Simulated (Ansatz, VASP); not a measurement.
# Two plane-wave programs on Be

```
CELL_PARAMETERS angstrom
2.17286 0.00000 0.00000
0.00000 2.17286 0.00000
0.00000 0.00000 2.17286
ATOMIC_POSITIONS crystal
Be 0.00000 0.00000 0.00000
```

Alike in both runs: functional PBE; k mesh 15 × 15 × 15; occupations fermi-dirac, width 0.1 eV; no spin polarisation.

Ansatz relaxed the structure, and its values are those at the end. VASP's run is a single point on that final structure, the one shown.

|  | VASP | Ansatz |
| --- | --- | --- |
| version | VASP 6.6.1 | Ansatz 0.2.0 |
| potentials or method | VASP PAW PBE potentials, release 64 (Be), cutoff 520 eV | plane waves (420 eV) with PAW, scalar-relativistic |
| valence electrons in the cell | 2 | 2 |

VASP gave:

```
pressure (GPa) : 0.1
```

Task: Estimate Ansatz's values.

Result: Pressure (GPa): 0.0.

The functional is the same, so the differences come from potentials, cutoffs and numerics.
